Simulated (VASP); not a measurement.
# BaF2 (Fm-3m) in VASP: a series of runs

Runs on BaF2. Level: PBE. Tasks: electric field gradients, single point.

All numbers are computed with VASP 6.6.1; they aren't measurements. Logs are shortened: lines on timing, memory, paths and dates and some standing lists are left out, and cuts for length are marked.

### Step 1. The cell of the first run

The structure is cubic, space group Fm-3m (No. 225). Conventional cell: a = 6.246 Å, b = 6.246 Å, c = 6.246 Å, α = 90.00°, β = 90.00°, γ = 90.00°. Within 3.6 Å of Ba (site symmetry m-3m) lie 8 F at 2.70 Å. F (site symmetry -43m) has 4 Ba at 2.70 Å and 6 F at 3.12 Å within 3.6 Å.

### Step 2. Electric field gradients, PBE

INCAR reads:

```
  PREC = Accurate
  ENCUT = 520
  EDIFF = 1E-8
  ISMEAR = -1
  SIGMA = 0.02
  LREAL = False
  LASPH = True
  NELM = 120
  ALGO = Normal
  ISIF = 2
  LWAVE = False
  LCHARG = False
  GGA = PE
  LEFG = True
  NBANDS = 19
  GGA_COMPAT = False
```

KPOINTS reads:

```
regular mesh
0
Gamma
  7 7 7
```

POSCAR reads:

```
BaF2
1.0
    0.0000000000      3.1230132130      3.1230132130
    3.1230132130      0.0000000000      3.1230132130
    3.1230132130      3.1230132130      0.0000000000
Ba F
1 2
Direct
    0.0000000000      0.0000000000      0.0000000000
    0.2500000000      0.2500000000      0.2500000000
    0.7500000000      0.7500000000      0.7500000000
```

Potentials or basis: VASP PAW PBE potentials, release 64 (Ba_sv, F).

On the command line:

```console
> cat potpaw_PBE.64/Ba_sv/POTCAR potpaw_PBE.64/F/POTCAR > POTCAR
> mpirun -np 1 vasp_std > vasp.out
```

OUTCAR:

```text
PREC = Accurate
   ENCUT = 520
   EDIFF = 1E-8
   ISMEAR = -1
   LREAL = False
   LASPH = True
   NELM = 120
   ISIF = 2
   GGA = PE

 ion  position               nearest neighbor table
   1  0.000  0.000  0.000-   3 2.70   3 2.70   3 2.70   2 2.70   3 2.70   2 2.70   2 2.70   2 2.70

   2  0.250  0.250  0.250-   1 2.70   1 2.70   1 2.70   1 2.70
   3  0.750  0.750  0.750-   1 2.70   1 2.70   1 2.70   1 2.70

  LATTYP: Found a face centered cubic cell.
 ALAT       =     6.2460264260

  Lattice vectors:

 A1 = (   0.0000000000,   3.1230132130,   3.1230132130)
 A2 = (   3.1230132130,   0.0000000000,   3.1230132130)
 A3 = (   3.1230132130,   3.1230132130,   0.0000000000)

Analysis of symmetry for initial positions (statically):
=====================================================================
 Subroutine PRICEL returns:
 Original cell was already a primitive cell.

 Routine SETGRP: Setting up the symmetry group for a
 face centered cubic supercell.

 Subroutine GETGRP returns: Found 48 space group operations
 (whereof 48 operations were pure point group operations)
 out of a pool of 48 trial point group operations.

The static configuration has the point symmetry O_h .

Analysis of symmetry for dynamics (positions and initial velocities):
=====================================================================
 Subroutine PRICEL returns:
 Original cell was already a primitive cell.

 Routine SETGRP: Setting up the symmetry group for a
 face centered cubic supercell.

 Subroutine GETGRP returns: Found 48 space group operations
 (whereof 48 operations were pure point group operations)
 out of a pool of 48 trial point group operations.

The dynamic configuration has the point symmetry O_h .

 Subroutine INISYM returns: Found 48 space group operations
 (whereof 48 operations are pure point group operations),
 and found     1 'primitive' translations

----------------------------------------------------------------------------------------

                                     Primitive cell

  volume of cell :      60.9188

  direct lattice vectors                    reciprocal lattice vectors
     0.000000000  3.123013213  3.123013213    -0.160101788  0.160101788  0.160101788
     3.123013213  0.000000000  3.123013213     0.160101788 -0.160101788  0.160101788
     3.123013213  3.123013213  0.000000000     0.160101788  0.160101788 -0.160101788

  length of vectors
     4.416607641  4.416607641  4.416607641     0.277304432  0.277304432  0.277304432

  position of ions in fractional coordinates (direct lattice)
     0.000000000  0.000000000  0.000000000
     0.250000000  0.250000000  0.250000000
     0.750000000  0.750000000  0.750000000

  ion indices of the primitive-cell ions
   primitive index   ion index
                 1           1
                 2           2
                 3           3

----------------------------------------------------------------------------------------

 KPOINTS: regular mesh

Automatic generation of k-mesh.
 Grid dimensions read from file:
 generate k-points for:    7    7    7

 Generating k-lattice:

  Cartesian coordinates                     Fractional coordinates (reciprocal lattice)
    -0.022871684  0.022871684  0.022871684     0.142857143  0.000000000  0.000000000
     0.022871684 -0.022871684  0.022871684     0.000000000  0.142857143  0.000000000
     0.022871684  0.022871684 -0.022871684     0.000000000  0.000000000  0.142857143

  Length of vectors
     0.039614919  0.039614919  0.039614919

  Shift w.r.t. Gamma in fractional coordinates (k-lattice)
     0.000000000  0.000000000  0.000000000

 Subroutine IBZKPT returns following result:
 ===========================================

 Found     20 irreducible k-points:

 Following reciprocal coordinates:
            Coordinates               Weight
  0.000000  0.000000  0.000000      1.000000
  0.142857  0.000000  0.000000      8.000000
  0.285714  0.000000  0.000000      8.000000
  0.428571  0.000000  0.000000      8.000000
  0.142857  0.142857  0.000000      6.000000
  0.285714  0.142857  0.000000     24.000000
[... 12 lines left out ...]
 -0.428571  0.428571  0.142857     24.000000
 -0.285714  0.428571  0.142857     24.000000
   k-points           NKPTS =     20   k-points in BZ     NKDIM =     20   number of bands    NBANDS=     19
   number of dos      NEDOS =    301   number of ions     NIONS =      3
   total plane-waves  NPLWV =  46656
   dimension x,y,z NGX =    36 NGY =   36 NGZ =   36
   dimension x,y,z NGXF=    72 NGYF=   72 NGZF=   72
   ions per type =               1   2
   NGX,Y,Z   is equivalent  to a cutoff of  13.55, 13.55, 13.55 a.u.
   NGXF,Y,Z  is equivalent  to a cutoff of  27.10, 27.10, 27.10 a.u.
 SYSTEM =  unknown system
   PREC   = accura    normal or accurate (medium, high low for compatibility)
   ISTART =      0    job   : 0-new  1-cont  2-samecut
   ICHARG =      2    charge: 1-file 2-atom 10-const
   ISPIN  =      1    spin polarized calculation?
   LNONCOLLINEAR =      F non collinear calculations
   LSORBIT =      F    spin-orbit coupling
   LASPH  =      T    aspherical Exc in radial PAW
   ENCUT  =  520.0 eV  38.22 Ry    6.18 a.u.   8.21  8.21  8.21*2*pi/ulx,y,z
   NELM   =    120;   NELMIN=  2; NELMDL= -5     # of ELM steps
   EDIFF  = 0.1E-07   stopping-criterion for ELM
   LREAL  =      F    real-space projection
   EDIFFG = 0.1E-06   stopping-criterion for IOM
   NSW    =      0    number of steps for IOM
   IBRION =     -1    ionic relax: 0-MD 1-quasi-New 2-CG
   NFREE  =      0    steps in history (QN), initial steepest desc. (CG)
   ISIF   =      2    stress and relaxation
   ISYM   =      2    0-nonsym 1-usesym 2-fastsym
   POTIM  = 0.5000    time-step for ionic-motion
   TEBEG  =    0.0;   TEEND  =   0.0 temperature during run
   PSTRESS=    0.0 pullay stress
   NELECT =      24.0000    total number of electrons
   NUPDOWN=      -1.0000    fix difference up-down
   EMIN   =  10.00;   EMAX   =-10.00  energy-range for DOS
   EFERMI =   0.00;   METHOD = LEGACY
   ISMEAR =    -1;   SIGMA  =   0.02  broadening in eV -4-tet -1-fermi 0-gaus
   EFERMI_NEDOS =   21; number of points for ismear=-14 and -15
   IALGO  =     38    algorithm
   IMIX   =      4    mixing-type and parameters
     AMIX     =   0.40;   BMIX     =  1.00
     AMIX_MAG =   1.60;   BMIX_MAG =  1.00
  volume/ion in A,a.u.               =      20.31       137.03
  Fermi-wavevector in a.u.,A,eV,Ry     =   1.200129  2.267916 19.596617  1.440311
  Thomas-Fermi vector in A             =   2.335974
   LORBIT       =      0    0 simple, 1 ext, 2 COOP (PROOUT), +10 PAW based schemes
   GGA     = PE    functional components
   LHFCALC =     F    Hartree Fock is set to
   AEXX    =    0.0000 exact exchange contribution
   IVDW    =     0    specifies the selected vdW correction
   LEPSILON=     F    determine dielectric tensor
   LRPA    =     F    only Hartree local field effects (RPA)
 non-spin polarized calculation
  energy-cutoff  :      520.00
  volume of cell :       60.92
 maximum number of plane-waves:      1652
 NGX is ok and might be reduce to    36
   NGX = 17   NGY = 17   NGZ = 17

 number of electron      24.0000013 magnetization

 Free energy of the ion-electron system (eV)
  ---------------------------------------------------
  ext. energy  EPLUGINS =         0.00000000
  ---------------------------------------------------
  free energy    TOTEN  =       -17.12442070 eV

  energy without entropy =      -17.12442070  energy(sigma->0) =      -17.12442070

 E-fermi :  -1.7117     XC(G=0):  -8.5999

 val. band max:       -2.1774796887   @ k =   0.4286   0.2857   0.1429
 cond. band min:       4.5062762645   @ k =   0.0000   0.0000   0.0000
 fundamental gap:      6.6837559532
 Fermi energy:        -1.7117313490

 k-point     1 :       0.0000    0.0000    0.0000
  band No.  band energies     occupation
      1     -25.3193      2.00000
      2     -21.0577      2.00000
      3     -21.0360      2.00000
      4     -10.1855      2.00000
      5     -10.1855      2.00000
      6     -10.1855      2.00000
[... 11 lines left out ...]
     18       9.0506      0.00000
     19      13.1360      0.00000
[... 397 lines left out ...]
 k-point    20 :      -0.2857    0.4286    0.1429
  band No.  band energies     occupation
      1     -25.0737      2.00000
      2     -21.2778      2.00000
      3     -21.2444      2.00000
      4     -10.5334      2.00000
      5     -10.3518      2.00000
      6     -10.2431      2.00000
[... 11 lines left out ...]
     18      11.5845      0.00000
     19      12.3928      0.00000

------------------------ aborting loop because EDIFF is reached ----------------------------------------

  FORCE on cell =-STRESS in cart. coord.  units (eV):
  Direction    XX          YY          ZZ          XY          YZ          ZX
  --------------------------------------------------------------------------------------
  -------------------------------------------------------------------------------------
  Total        0.3761518      0.3761518      0.3761518      0.0000000     -0.0000000     -0.0000000
  in kB        9.8928691      9.8928691      9.8928691      0.0000000     -0.0000000     -0.0000000
  external PRESSURE =       9.8928691 kB  Pullay stress =       0.0000000 kB

 VOLUME and BASIS-vectors are now :
 -----------------------------------------------------------------------------
  energy-cutoff  :      520.00
  volume of cell :       60.92
      direct lattice vectors                 reciprocal lattice vectors
     0.000000000  3.123013213  3.123013213    -0.160101788  0.160101788  0.160101788
     3.123013213  0.000000000  3.123013213     0.160101788 -0.160101788  0.160101788
     3.123013213  3.123013213  0.000000000     0.160101788  0.160101788 -0.160101788

 POSITION                                       TOTAL-FORCE (eV/Angst)
 -----------------------------------------------------------------------------------
      0.00000      0.00000      0.00000         0.000000     -0.000000      0.000000
      1.56151      1.56151      1.56151        -0.000000     -0.000000     -0.000000
      4.68452      4.68452      4.68452         0.000000      0.000000      0.000000
 -----------------------------------------------------------------------------------
    total drift:                                0.000000      0.000000      0.000000

  FREE ENERGIE OF THE ION-ELECTRON SYSTEM (eV)
  ---------------------------------------------------
  free  energy   TOTEN  =       -17.1244206998 eV

  energy  without entropy=      -17.1244206998  energy(sigma->0) =      -17.12442070

 Electric field gradients (V/A^2)
---------------------------------------------------------------------
 ion       V_xx      V_yy      V_zz      V_xy      V_xz      V_yz
---------------------------------------------------------------------
   1       0.000    -0.000     0.000     0.000     0.000     0.000
   2      -0.000     0.000     0.000    -0.005    -0.005    -0.005
   3       0.000     0.000     0.000    -0.005    -0.005    -0.005
---------------------------------------------------------------------

 Electric field gradients after diagonalization (V/A^2)
 (convention: |V_zz| > |V_xx| > |V_yy|)
----------------------------------------------------------------------
 ion       V_xx      V_yy      V_zz     asymmetry (V_yy - V_xx)/ V_zz
----------------------------------------------------------------------
   1      -0.000    -0.000     0.000       0.000
   2       0.005     0.005    -0.009       0.000
   3       0.005     0.005    -0.009       0.000
----------------------------------------------------------------------

           NMR quadrupolar parameters

 Cq : quadrupolar parameter    Cq=e*Q*V_zz/h
 eta: asymmetry parameters     (V_yy - V_xx)/ V_zz
 Q  : nuclear electric quadrupole moment in mb (millibarn)
----------------------------------------------------------------------
 ion       Cq(MHz)       eta       Q (mb)
----------------------------------------------------------------------
   1       0.000       0.000       1.000
   2      -0.000       0.000       1.000
   3      -0.000       0.000       1.000
----------------------------------------------------------------------
```

Run time: 60 s. Hardware: 1 thread of Oxide Virtual Turin-like, shared host; peak memory 0.17 GiB.

What came out:

- Free energy: -17.1244 eV
- Pressure: 1.0 GPa
- Band gap on the k mesh: 6.68 eV (least direct gap 6.73 eV)
- Largest electric field gradient by atom: under 0.05 V/Å² on every atom

Caveat: spin-orbit coupling is left out, which moves the levels of the heavy elements; an odd mesh through Γ misses points on the zone boundary, where band edges can lie.

### Step 3. Electric field gradients, PBE

INCAR reads:

```
SYSTEM = BaF2
PREC = Accurate
ENCUT = 520
EDIFF = 1E-8
ISMEAR = -1
SIGMA = 0.02
LREAL = .False.
LASPH = .True.
NELM = 120
ALGO = Normal
ISIF = 2
LWAVE = .False.
LCHARG = .False.
GGA = PE
LEFG = .True.
NBANDS = 19
GGA_COMPAT = .False.
```

KPOINTS reads:

```
regular mesh
0
Gamma
  7 7 7
  0 0 0
```

POSCAR is that of step 2.

Potentials or basis: VASP PAW PBE potentials, release 64 (Ba_sv, F).

On the command line:

```console
> cat potpaw_PBE.64/Ba_sv/POTCAR potpaw_PBE.64/F/POTCAR > POTCAR
> mpirun -np 1 vasp_std > vasp.out
```

OUTCAR:

```text
SYSTEM = BaF2
   PREC = Accurate
   ENCUT = 520
   EDIFF = 1E-8
   ISMEAR = -1
   LREAL = .False.
   LASPH = .True.
   NELM = 120
   ISIF = 2
   GGA = PE

 ion  position               nearest neighbor table
   1  0.000  0.000  0.000-   3 2.70   3 2.70   3 2.70   2 2.70   3 2.70   2 2.70   2 2.70   2 2.70

   2  0.250  0.250  0.250-   1 2.70   1 2.70   1 2.70   1 2.70
   3  0.750  0.750  0.750-   1 2.70   1 2.70   1 2.70   1 2.70

  LATTYP: Found a face centered cubic cell.
 ALAT       =     6.2460264260

  Lattice vectors:

 A1 = (   0.0000000000,   3.1230132130,   3.1230132130)
[... 653 lines left out ...]

 Electric field gradients (V/A^2)
---------------------------------------------------------------------
 ion       V_xx      V_yy      V_zz      V_xy      V_xz      V_yz
---------------------------------------------------------------------
   1       0.000    -0.000     0.000     0.000     0.000     0.000
   2      -0.000     0.000     0.000    -0.005    -0.005    -0.005
   3       0.000     0.000     0.000    -0.005    -0.005    -0.005
---------------------------------------------------------------------

 Electric field gradients after diagonalization (V/A^2)
 (convention: |V_zz| > |V_xx| > |V_yy|)
----------------------------------------------------------------------
 ion       V_xx      V_yy      V_zz     asymmetry (V_yy - V_xx)/ V_zz
----------------------------------------------------------------------
   1      -0.000    -0.000     0.000       0.000
   2       0.005     0.005    -0.009       0.000
   3       0.005     0.005    -0.009       0.000
----------------------------------------------------------------------

           NMR quadrupolar parameters

 Cq : quadrupolar parameter    Cq=e*Q*V_zz/h
 eta: asymmetry parameters     (V_yy - V_xx)/ V_zz
 Q  : nuclear electric quadrupole moment in mb (millibarn)
----------------------------------------------------------------------
 ion       Cq(MHz)       eta       Q (mb)
----------------------------------------------------------------------
   1       0.000       0.000       1.000
   2      -0.000       0.000       1.000
   3      -0.000       0.000       1.000
----------------------------------------------------------------------
```

stdout:

```text
POSCAR found type information on POSCAR BaF
 POSCAR found :  2 types and       3 ions
 scaLAPACK will be used
 LDA part: xc-table for (Slater+PW92), standard interpolation
 POSCAR, INCAR and KPOINTS ok, starting setup
 FFT: planning ... GRIDC
 FFT: planning ... GRID_SOFT
 FFT: planning ... GRID
 WAVECAR not read
 entering main loop
ion   1

ion   2

ion   3
```

It took 66 s on 1 thread of Oxide Virtual Turin-like, shared host; peak memory 0.17 GiB.

What came out:

```
Free energy                             : -17.1244 eV
Pressure                                : 1.0 GPa
Band gap on the k mesh                  : 6.68 eV (least direct gap 6.73 eV)
Largest electric field gradient by atom : under 0.05 V/Å² on every atom
```

Levels at points of the mesh, in eV from the valence-band top:
| k point | band 9 | band 10 | band 11 | band 12 | band 13 | band 14 | band 15 | band 16 |
| --- | --- | --- | --- | --- | --- | --- | --- | --- |
| (0.00, 0.00, 0.00) | -1.41 | -0.05 | -0.05 | -0.05 | 6.68 | 9.11 | 9.11 | 11.23 |

Caveat: spin-orbit coupling is left out, which moves the levels of the heavy elements; an odd mesh through Γ misses points on the zone boundary, where band edges can lie.

(Part 1 of 2 ends here.)
